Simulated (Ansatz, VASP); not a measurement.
This is a calculation of MgS for VASP 6.6.1.

Contents of POSCAR:

```
MgS
1.0
    4.0877156323      0.0000000000      0.0000000000
   -2.0438578162      3.5400655811      0.0000000000
    0.0000000000      0.0000000000      6.5169393366
S Mg
2 2
Direct
    0.6666666667      0.3333333333      0.8792441500
    0.3333333333      0.6666666667      0.3792441500
    0.3333333333      0.6666666667      0.9957548500
    0.6666666667      0.3333333333      0.4957548500
```

Contents of INCAR.step1:

```
SYSTEM = MgS
  PREC = Accurate
  ENCUT = 520
  ISMEAR = -1
  SIGMA = 0.05
  LREAL = .FALSE.
  LASPH = .TRUE.
  NELM = 60
  NBANDS = 16
  GGA = PE
  ALGO = Normal
  EDIFF = 1E-4
  LWAVE = .TRUE.
  LCHARG = .FALSE.
```

File INCAR.step2:

```
SYSTEM = MgS
  PREC = Accurate
  ENCUT = 520
  EDIFF = 1E-6
  ISMEAR = -1
  SIGMA = 0.05
  LREAL = .FALSE.
  LASPH = .TRUE.
  NELM = 60
  ALGO = Normal
  ISIF = 2
  LWAVE = .FALSE.
  LCHARG = .FALSE.
  METAGGA = R2SCAN
  LMIXTAU = .TRUE.
  NBANDS = 16
  ISTART = 1
```

Contents of KPOINTS:

```
regular mesh
0
G
  8 8 4
  0 0 0
```

Potentials or basis: VASP PAW PBE potentials, release 64 (S, Mg).

Command:

```bash
$ cat potpaw_PBE.64/S/POTCAR potpaw_PBE.64/Mg/POTCAR > POTCAR
$ cp INCAR.step1 INCAR
$ mpirun -np 1 vasp_std > vasp.out
$ cp INCAR.step2 INCAR
$ mpirun -np 1 vasp_std > vasp.out
```

Problem. Set up the same calculation for Ansatz 0.2.0. Potentials there: Ansatz PAW.

Solution. As run (the cutoff follows the program's own potentials):

Contents of input.yaml:

```yaml
crystal:
  lattice:
    - [4.0877156323, 0.0, 0.0]
    - [-2.0438578162, 3.5400655811, 0.0]
    - [0.0, 0.0, 6.5169393366]
  atoms:
    - { symbol: S, position: [0.6666666667, 0.3333333333, 0.87924415] }
    - { symbol: S, position: [0.3333333333, 0.6666666667, 0.37924415] }
    - { symbol: Mg, position: [0.3333333333, 0.6666666667, 0.99575485] }
    - { symbol: Mg, position: [0.6666666667, 0.3333333333, 0.49575485] }
hamiltonian:
  xc: r2scan
  pseudopotentials: { kind: paw }
kpoints:
  mp_grid: { grid: [8, 8, 4] }
scf:
  occupations: { method: fermi_dirac, width: 0.05 }
output:
  forces: true
  stress: true
  eigenvalues: true
```

Potentials or basis: Ansatz PAW.

The run is started by

```sh
$ ansatz run input.yaml --threads 1 --pin off --max-ram 3584MiB --backend cpu --events-out ev --progress --plain --runs-dir out
```

Both were run:

|  | VASP | Ansatz | Ansatz less VASP |
| --- | --- | --- | --- |
| gap on the k mesh at the Fermi level (eV) | 3.90 | 3.91 | +0.013 |
| least direct gap on the mesh (eV) | 3.90 | 3.91 | +0.013 |
| pressure (GPa) | -2.4 | -2.2 | +0.28 |
| rms of the force components (eV/Å) | 0.034 | 0.034 | -0.0006 |

VASP's potentials were made for PBE, not for r2SCAN. Atom by atom the forces differ by 0.001 eV/Å (rms over components). VASP's potentials hold 16 valence electrons a cell and Ansatz's 32, so a difference there can come from the potentials and not from the codes.
